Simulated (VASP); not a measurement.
# AgI: vibrations by perturbation theory with PBEsol

The system is AgI.

```
Ag I
1.0
     3.03804    3.03804    0.00000
    -3.03804    3.03804    0.00000
     0.00000    3.03804    3.03804
Ag I
1 1
Direct
  0.00000 0.00000 0.00000
  0.75000 0.25000 0.50000
```

```json
{
 "Program": "VASP 6.6.1",
 "Task": "vibrations by perturbation theory",
 "Functional": "PBEsol",
 "Potentials or basis": "VASP PAW PBE potentials, release 64 (Ag, I)",
 "Cutoff": "500 eV",
 "k mesh": "6 × 6 × 6",
 "Occupations": "gaussian, width 0.01 eV",
 "Spin": "no spin polarisation",
 "Dipole correction": "no",
 "Further INCAR settings": "ALGO = Normal; EDIFF = 1e-08; NBANDS = 16; IBRION = 8; NSW = 1"
}
```

The highest phonon frequency at Γ, LO-TO splitting left out is 162 cm⁻¹.

Phonon frequencies in cm⁻¹ (negative: imaginary):
```
              q point        frequencies
(0.000, 0.000, 0.000)  0 0 0 162 162 162
```

It took 75 s on 1 thread of AMD EPYC 9R45 96-Core Processor (Zen 5) (shared host), peak memory 0.24 GiB.

Caveat: the cell wasn't relaxed at this level first, which shifts response properties.
